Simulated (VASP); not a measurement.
Wanted: the native input for a VASP 6.6.1 run.

```yaml
Task: relaxation of cell and atoms
Functional: PBE
Potentials_or_basis: VASP PAW PBE potentials, release 64 (Sc_sv, B, N)
Cutoff: 600 eV
k_mesh: 6 × 6 × 6
Occupations: gaussian, width 0.1 eV
Spin: no spin polarisation
Dipole_correction: no
Further_INCAR_settings: ALGO = Normal; EDIFF = 1e-06; IBRION = 2; EDIFFG = -0.04; NSW = 90; ISIF = 3
```

The structure of ScB2N3 lies in POSCAR:

```
ScB2N3
1.0
    2.1759222500      1.2562693000      4.3741266700
   -2.1759222500      1.2562693000      4.3741266700
    0.0000000000     -2.5125385900      4.3741266700
Sc B N
1 2 3
Direct
    0.5000000000      0.5000000000      0.5000000000
    0.6356566300      0.6356566300      0.6356566300
    0.3643433700      0.3643433700      0.3643433700
    0.5000000000      0.5000000000      0.0000000000
    0.0000000000      0.5000000000      0.5000000000
    0.5000000000      0.0000000000      0.5000000000
```

The cell was built from a structure type or drawn by symmetry, and may not be a known phase.

One way to write it, as run:

INCAR

```
PREC = Accurate
ENCUT = 600
EDIFF = 1E-6
ISMEAR = 0
SIGMA = 0.1
LREAL = F
LASPH = T
NELM = 80
ALGO = Normal
ISIF = 3
LWAVE = F
LCHARG = F
GGA = PE
IBRION = 2
NSW = 90
EDIFFG = -0.04
```

KPOINTS

```
regular mesh
0
Gamma
  6 6 6
```

Potentials or basis: VASP PAW PBE potentials, release 64 (Sc_sv, B, N).

Command:

```bash
$ cat potpaw_PBE.64/Sc_sv/POTCAR potpaw_PBE.64/B/POTCAR potpaw_PBE.64/N/POTCAR > POTCAR
$ mpirun -np 1 vasp_std > vasp.out
```

Results of the run:

The relaxed volume is 12.88 Å³/atom and the relaxed cell is a = 4.674 Å, b = 4.674 Å, c = 4.674 Å, α = 63.17°, β = 63.17°, γ = 63.17°. The space group after relaxing (to 0.1 Å) is R-3m (No. 166) and the energy gained by relaxing is 1757.6 meV/atom. The ionic steps are 15 and the pressure after relaxing is 0.0 GPa. The largest force after relaxing is 0.031 eV/Å. The band gap on the k mesh is zero (bands 16 and 17 overlap by 0.86 eV).

Wall time 9.7 min on 1 thread of AMD EPYC 9R14 (Zen 4), with other jobs on the host, peak memory 0.25 GiB.
